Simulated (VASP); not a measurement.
# Zn (Pm-3m) in VASP: notebook

Runs on Zn. Level: LDA. Tasks: single point, relaxation of cell and atoms.

Program: VASP 6.6.1. These are calculated values, not measurements. Logs are shortened: lines on timing, memory, paths and dates and some standing lists are left out, and cuts for length are marked.

**1. The cell of the first run**

The structure is cubic, space group Pm-3m (No. 221). The conventional cell has a = 2.524 Å, b = 2.524 Å, c = 2.524 Å, α = 90.00°, β = 90.00°, γ = 90.00°. Within 3.3 Å of Zn (site symmetry m-3m) lie 6 Zn at 2.52 Å.

**2. Single point, LDA**

The input, INCAR:

```
ALGO = Normal
EDIFF = 1E-6
ENCUT = 500
GGA = CA
GGA_COMPAT = False
ISIF = 2
ISMEAR = -1
LASPH = True
LCHARG = True
LELF = True
LREAL = False
LVHAR = True
LWAVE = False
NBANDS = 12
NELM = 120
PREC = Accurate
SIGMA = 0.1
```

The input, KPOINTS:

```
k-points
0
Gamma
  15 15 15
```

The input, POSCAR:

```
Zn
1.0
    2.5235012168      0.0000000000      0.0000000000
    0.0000000000      2.5235012168      0.0000000000
    0.0000000000      0.0000000000      2.5235012168
Zn
1
Direct
    0.0000000000      0.0000000000      0.0000000000
```

Potentials or basis: VASP PAW LDA potentials, release 64 (Zn).

Launch:

```sh
cat potpaw_LDA.64/Zn/POTCAR > POTCAR
mpirun -np 1 vasp_std > vasp.out
```

OUTCAR:

```text
EDIFF = 1E-6
   ENCUT = 500
   GGA = CA
   ISIF = 2
   ISMEAR = -1
   LASPH = True
   LREAL = False
   NELM = 120
   PREC = Accurate

 ion  position               nearest neighbor table
   1  0.000  0.000  0.000-

  LATTYP: Found a simple cubic cell.
 ALAT       =     2.5235012168

  Lattice vectors:

 A1 = (   2.5235012168,   0.0000000000,   0.0000000000)
 A2 = (   0.0000000000,   2.5235012168,   0.0000000000)
 A3 = (   0.0000000000,   0.0000000000,   2.5235012168)

Analysis of symmetry for initial positions (statically):
=====================================================================
 Subroutine PRICEL returns:
 Original cell was already a primitive cell.

 Routine SETGRP: Setting up the symmetry group for a
 simple cubic supercell.

 Subroutine GETGRP returns: Found 48 space group operations
 (whereof 48 operations were pure point group operations)
 out of a pool of 48 trial point group operations.

The static configuration has the point symmetry O_h .

Analysis of symmetry for dynamics (positions and initial velocities):
=====================================================================
 Subroutine PRICEL returns:
 Original cell was already a primitive cell.

 Routine SETGRP: Setting up the symmetry group for a
 simple cubic supercell.

 Subroutine GETGRP returns: Found 48 space group operations
 (whereof 48 operations were pure point group operations)
 out of a pool of 48 trial point group operations.

The dynamic configuration has the point symmetry O_h .

 Subroutine INISYM returns: Found 48 space group operations
 (whereof 48 operations are pure point group operations),
 and found     1 'primitive' translations

----------------------------------------------------------------------------------------

                                     Primitive cell

  volume of cell :      16.0698

  direct lattice vectors                    reciprocal lattice vectors
     2.523501217  0.000000000  0.000000000     0.396274824  0.000000000  0.000000000
     0.000000000  2.523501217  0.000000000     0.000000000  0.396274824  0.000000000
     0.000000000  0.000000000  2.523501217     0.000000000  0.000000000  0.396274824

  length of vectors
     2.523501217  2.523501217  2.523501217     0.396274824  0.396274824  0.396274824

  position of ions in fractional coordinates (direct lattice)
     0.000000000  0.000000000  0.000000000

  ion indices of the primitive-cell ions
   primitive index   ion index
                 1           1

----------------------------------------------------------------------------------------

 KPOINTS: k-points

Automatic generation of k-mesh.
 Grid dimensions read from file:
 generate k-points for:   15   15   15

 Generating k-lattice:

  Cartesian coordinates                     Fractional coordinates (reciprocal lattice)
     0.026418322  0.000000000  0.000000000     0.066666667  0.000000000  0.000000000
     0.000000000  0.026418322  0.000000000     0.000000000  0.066666667  0.000000000
     0.000000000  0.000000000  0.026418322     0.000000000  0.000000000  0.066666667

  Length of vectors
     0.026418322  0.026418322  0.026418322

  Shift w.r.t. Gamma in fractional coordinates (k-lattice)
     0.000000000  0.000000000  0.000000000

 Subroutine IBZKPT returns following result:
 ===========================================

 Found    120 irreducible k-points:

 Following reciprocal coordinates:
            Coordinates               Weight
  0.000000  0.000000  0.000000      1.000000
  0.066667  0.000000  0.000000      6.000000
  0.133333  0.000000  0.000000      6.000000
  0.200000  0.000000  0.000000      6.000000
  0.266667  0.000000  0.000000      6.000000
  0.333333  0.000000  0.000000      6.000000
[... 16 lines left out ...]
  0.266667  0.200000  0.000000     24.000000
  0.333333  0.200000  0.000000     24.000000
 [... further k-points ...]
   k-points           NKPTS =    120   k-points in BZ     NKDIM =    120   number of bands    NBANDS=     12
   number of dos      NEDOS =    301   number of ions     NIONS =      1
   total plane-waves  NPLWV =   5832
   dimension x,y,z NGX =    18 NGY =   18 NGZ =   18
   dimension x,y,z NGXF=    36 NGYF=   36 NGZF=   36
   ions per type =               1
   NGX,Y,Z   is equivalent  to a cutoff of  11.86, 11.86, 11.86 a.u.
   NGXF,Y,Z  is equivalent  to a cutoff of  23.72, 23.72, 23.72 a.u.
 SYSTEM =  unknown system
   PREC   = accura    normal or accurate (medium, high low for compatibility)
   ISTART =      0    job   : 0-new  1-cont  2-samecut
   ICHARG =      2    charge: 1-file 2-atom 10-const
   ISPIN  =      1    spin polarized calculation?
   LNONCOLLINEAR =      F non collinear calculations
   LSORBIT =      F    spin-orbit coupling
   LASPH  =      T    aspherical Exc in radial PAW
   ENCUT  =  500.0 eV  36.75 Ry    6.06 a.u.   4.60  4.60  4.60*2*pi/ulx,y,z
   NELM   =    120;   NELMIN=  2; NELMDL= -5     # of ELM steps
   EDIFF  = 0.1E-05   stopping-criterion for ELM
   LREAL  =      F    real-space projection
   EDIFFG = 0.1E-04   stopping-criterion for IOM
   NSW    =      0    number of steps for IOM
   IBRION =     -1    ionic relax: 0-MD 1-quasi-New 2-CG
   NFREE  =      0    steps in history (QN), initial steepest desc. (CG)
   ISIF   =      2    stress and relaxation
   ISYM   =      2    0-nonsym 1-usesym 2-fastsym
   POTIM  = 0.5000    time-step for ionic-motion
   TEBEG  =    0.0;   TEEND  =   0.0 temperature during run
   PSTRESS=    0.0 pullay stress
   NELECT =      12.0000    total number of electrons
   NUPDOWN=      -1.0000    fix difference up-down
   EMIN   =  10.00;   EMAX   =-10.00  energy-range for DOS
   EFERMI =   0.00;   METHOD = LEGACY
   ISMEAR =    -1;   SIGMA  =   0.10  broadening in eV -4-tet -1-fermi 0-gaus
   EFERMI_NEDOS =   21; number of points for ismear=-14 and -15
   IALGO  =     38    algorithm
   IMIX   =      4    mixing-type and parameters
     AMIX     =   0.40;   BMIX     =  1.00
     AMIX_MAG =   1.60;   BMIX_MAG =  1.00
  volume/ion in A,a.u.               =      16.07       108.44
  Fermi-wavevector in a.u.,A,eV,Ry     =   1.485246  2.806708 30.013850  2.205956
  Thomas-Fermi vector in A             =   2.598682
   LORBIT       =      0    0 simple, 1 ext, 2 COOP (PROOUT), +10 PAW based schemes
   GGA     = CA    functional components
   LHFCALC =     F    Hartree Fock is set to
   AEXX    =    0.0000 exact exchange contribution
   IVDW    =     0    specifies the selected vdW correction
   LEPSILON=     F    determine dielectric tensor
   LRPA    =     F    only Hartree local field effects (RPA)
 non-spin polarized calculation
  energy-cutoff  :      500.00
  volume of cell :       16.07
 maximum number of plane-waves:       437
   NGX =  9   NGY =  9   NGZ =  9

 number of electron      11.9999998 magnetization

 Free energy of the ion-electron system (eV)
  ---------------------------------------------------
  ext. energy  EPLUGINS =         0.00000000
  ---------------------------------------------------
  free energy    TOTEN  =        -1.58706099 eV

  energy without entropy =       -1.57540895  energy(sigma->0) =       -1.58123497

 E-fermi :   2.2745     XC(G=0): -11.5232

 val. band max:        2.2492550057   @ k =   0.4667   0.4000   0.1333
 cond. band min:       2.3935608873   @ k =   0.4000   0.1333   0.0000
 fundamental gap:      0.1443058816
 Fermi energy:         2.2744696337

 k-point     1 :       0.0000    0.0000    0.0000
  band No.  band energies     occupation
      1      -7.5280      2.00000
      2      -6.0771      2.00000
      3      -6.0771      2.00000
      4      -4.6280      2.00000
      5      -4.6280      2.00000
      6      -4.6280      2.00000
      7      15.4793      0.00000
      8      15.4793      0.00000
      9      15.4793      0.00000
     10      18.6173      0.00000
     11      18.6173      0.00000
     12      21.9148      0.00000

 k-point     2 :       0.0667    0.0000    0.0000
  band No.  band energies     occupation
      1      -7.4209      2.00000
      2      -6.0703      2.00000
      3      -6.0440      2.00000
      4      -4.6471      2.00000
      5      -4.6471      2.00000
      6      -4.6264      2.00000
      7      13.8312      0.00000
      8      15.6067      0.00000
      9      15.6067      0.00000
     10      18.6932      0.00000
     11      19.8255      0.00000
     12      22.5877      0.00000

 k-point     3 :       0.1333    0.0000    0.0000
  band No.  band energies     occupation
      1      -7.1132      2.00000
      2      -6.0512      2.00000
      3      -5.9353      2.00000
      4      -4.7006      2.00000
      5      -4.7006      2.00000
      6      -4.6219      2.00000
      7      11.2695      0.00000
      8      15.9842      0.00000
      9      15.9842      0.00000
     10      18.9218      0.00000
     11      20.7328      0.00000
     12      24.9308      0.00000
[... 286 lines left out ...]
 k-point    23 :       0.2667    0.2000    0.0000
  band No.  band energies     occupation
      1      -5.9746      2.00000
      2      -5.5580      2.00000
      3      -5.3551      2.00000
      4      -4.8476      2.00000
      5      -4.7484      2.00000
      6      -4.2937      2.00000
      7       7.1101      0.00000
      8      10.6872      0.00000
      9      18.5386      0.00000
     10      20.9611      0.00000
     11      22.1206      0.00000
     12      29.3552      0.00000

 k-point    24 :       0.3333    0.2000    0.0000
  band No.  band energies     occupation
      1      -5.9037      2.00000
      2      -5.5070      2.00000
      3      -5.3141      2.00000
      4      -4.9265      2.00000
      5      -4.7394      2.00000
      6      -3.3682      2.00000
      7       4.9258      0.00000
      8      11.5593      0.00000
      9      19.3686      0.00000
     10      19.5419      0.00000
     11      22.3169      0.00000
     12      28.7856      0.00000

 [... further k-points ...]

------------------------ aborting loop because EDIFF is reached ----------------------------------------

  FORCE on cell =-STRESS in cart. coord.  units (eV):
  Direction    XX          YY          ZZ          XY          YZ          ZX
  --------------------------------------------------------------------------------------
  -------------------------------------------------------------------------------------
  Total        0.0602781      0.0602781      0.0602781      0.0000000      0.0000000     -0.0000000
  in kB        6.0097925      6.0097925      6.0097925      0.0000000      0.0000000     -0.0000000
  external PRESSURE =       6.0097925 kB  Pullay stress =       0.0000000 kB

 VOLUME and BASIS-vectors are now :
 -----------------------------------------------------------------------------
  energy-cutoff  :      500.00
  volume of cell :       16.07
      direct lattice vectors                 reciprocal lattice vectors
     2.523501217  0.000000000  0.000000000     0.396274824  0.000000000  0.000000000
     0.000000000  2.523501217  0.000000000     0.000000000  0.396274824  0.000000000
     0.000000000  0.000000000  2.523501217     0.000000000  0.000000000  0.396274824

 POSITION                                       TOTAL-FORCE (eV/Angst)
 -----------------------------------------------------------------------------------
      0.00000      0.00000      0.00000         0.000000      0.000000      0.000000
 -----------------------------------------------------------------------------------
    total drift:                               -0.000000      0.000000      0.000000

  FREE ENERGIE OF THE ION-ELECTRON SYSTEM (eV)
  ---------------------------------------------------
  free  energy   TOTEN  =        -1.5870609883 eV

  energy  without entropy=       -1.5754089459  energy(sigma->0) =       -1.58123497
```

Wall time 9.6 s (1 thread of Intel Xeon Platinum 8259CL at 2.50GHz (Skylake/Cascade Lake), shared host); peak memory 0.12 GiB.

Results:

* Free energy: -1.5871 eV
* Pressure: 0.6 GPa
* Band gap on the k mesh: zero (band 6 reaches 7.49 eV, above the bottom of band 7 at 0.13 eV)

**3. Relaxation of cell and atoms, LDA**

This run uses another cell than the first one, of 14.64 Å³/atom, 0.911 times its volume.

The input, INCAR:

```
SYSTEM = Zn
ALGO     = Normal         ! electronic algorithm
EDIFF    = 1E-7           ! SCF threshold, eV
EDIFFG   = -0.005         ! ionic threshold
ENCUT    = 500            ! plane-wave cutoff, eV
GGA_COMPAT= .FALSE.      
IBRION   = 2              ! ionic algorithm
ISIF     = 3              ! what is computed and relaxed
ISMEAR   = -1             ! smearing method
LASPH    = .TRUE.         ! aspherical terms in the spheres
LCHARG   = .FALSE.        ! write CHGCAR
LREAL    = .FALSE.        ! projectors in reciprocal space
LWAVE    = .FALSE.        ! write WAVECAR
NELM     = 120            ! most SCF steps
NELMIN   = 4            
NSW      = 60             ! ionic steps
PREC     = Accurate       ! precision mode
SIGMA    = 0.1            ! smearing width, eV
```

The input, KPOINTS:

```
k-points
0
G
  15 15 15
  0 0 0
```

The input, POSCAR:

```
Zn
1.0
    2.4463491369      0.0000000000      0.0000000000
    0.0000000000      2.4463491369      0.0000000000
    0.0000000000      0.0000000000      2.4463491369
Zn
1
Direct
    0.0000000000      0.0000000000      0.0000000000
```

Potentials or basis: VASP PAW LDA potentials, release 64 (Zn).

Launch:

```sh
cat potpaw_LDA.64/Zn/POTCAR > POTCAR
mpirun -np 1 vasp_std > vasp.out
```

Wall time 20 s (1 thread of Intel Xeon Platinum 8259CL at 2.50GHz (Skylake/Cascade Lake), shared host); peak memory 0.13 GiB.

The run converged. Its results:

```yaml
Free_energy: -1.5868 eV
Relaxed_volume: 16.16 Å³/atom
Relaxed_cell: a = 2.528 Å, b = 2.528 Å, c = 2.528 Å, α = 90.00°, β = 90.00°, γ = 90.00°
Space_group_after_relaxing_to_0.05_Å: Pm-3m (No. 221)
Energy_gained_by_relaxing: 38.8 meV/atom
Ionic_steps: 3
Pressure_after_relaxing: 0.0 GPa
Band_gap_on_the_k_mesh: zero (band 6 reaches 7.43 eV, above the bottom of band 7 at 0.10 eV)
```

Step by step:
```tsv
step	energy change (eV)	largest force (eV/Å)	pressure (GPa)	volume (Å³)
1	0.0000	0.0000	8.97	14.64
2	-0.0377	0.0000	-1.19	16.45
3	-0.0388	0.0000	0.04	16.16
```

Final structure:
```xyz
1
Lattice="2.5281 0.0000 0.0000 0.0000 2.5281 0.0000 0.0000 0.0000 2.5281" Properties=species:S:1:pos:R:3 pbc="T T T"
Zn    0.0000    0.0000    0.0000
```

Levels at points of the mesh, in eV from the Fermi level:
| k point | band 2 | band 3 | band 4 | band 5 | band 6 | band 7 | band 8 | band 9 | band 10 |
| --- | --- | --- | --- | --- | --- | --- | --- | --- | --- |
| (0.00, 0.00, 0.00) | -8.33 | -8.33 | -6.89 | -6.89 | -6.89 | 13.16 | 13.16 | 13.16 | 16.29 |

**4. Single point, LDA, non-collinear spin, zero start, spin-orbit coupling**

This run uses another cell than the first one, of 8.36 Å³/atom, 0.520 times its volume.

The input, INCAR:

```
ALGO = Normal ; EDIFF = 1E-6
ENCUT = 500 ; GGA = CA
GGA_COMPAT = F ; ISIF = 2
ISMEAR = -1 ; LASPH = T
LCHARG = T ; LNONCOLLINEAR = T
LORBIT = 11 ; LORBMOM = T
LREAL = F ; LSORBIT = T
LVHAR = T ; LWAVE = F
MAGMOM = 0 0 0 ; NBANDS = 23
NELM = 200 ; PREC = Accurate
SIGMA = 0.1
```

The input, KPOINTS:

```
k-points
0
Gamma
  15 15 15
```

The input, POSCAR:

```
Zn
1.0
    2.0292612688      0.0000000000      0.0000000000
    0.0000000000      2.0292612688      0.0000000000
    0.0000000000      0.0000000000      2.0292612688
Zn
1
Direct
    0.0000000000      0.0000000000      0.0000000000
```

Launch:

```sh
cat potpaw_LDA.64/Zn/POTCAR > POTCAR
mpirun -np 1 vasp_ncl > vasp.out
```

It took 20 s on 1 thread of Intel Xeon Platinum 8259CL at 2.50GHz (Skylake/Cascade Lake), shared host; peak memory 0.15 GiB.

It converged, with:

```yaml
Free_energy: 1.4490 eV
Pressure: 237.4 GPa
Net_moment: 0.00 μB per cell
Valence_electrons_inside_the_program's_atomic_spheres: Zn 11.98
```

Moments on the atoms (μB; x, y, z):
```
Zn  0.00 0.00 0.00
```

**5. Overview**

```tsv
task	spin	cell	gap on the mesh (eV)	pressure (GPa)
single point	off	a = 2.524 Å, 1 atom	none	0.6
relaxation of cell and atoms	off	relaxed from a = 2.446 Å, 1 atom	none	0.0
single point	non-collinear, zero start, SOC	a = 2.029 Å, 1 atom	-	237.4
```

Alike in all rows: level LDA; potentials or basis VASP PAW LDA potentials, release 64 (Zn); k mesh 15 × 15 × 15; cutoff (eV) 500; smearing fermi-dirac 0.1 eV.

Absolute energies hang on the potentials; compare differences alone.
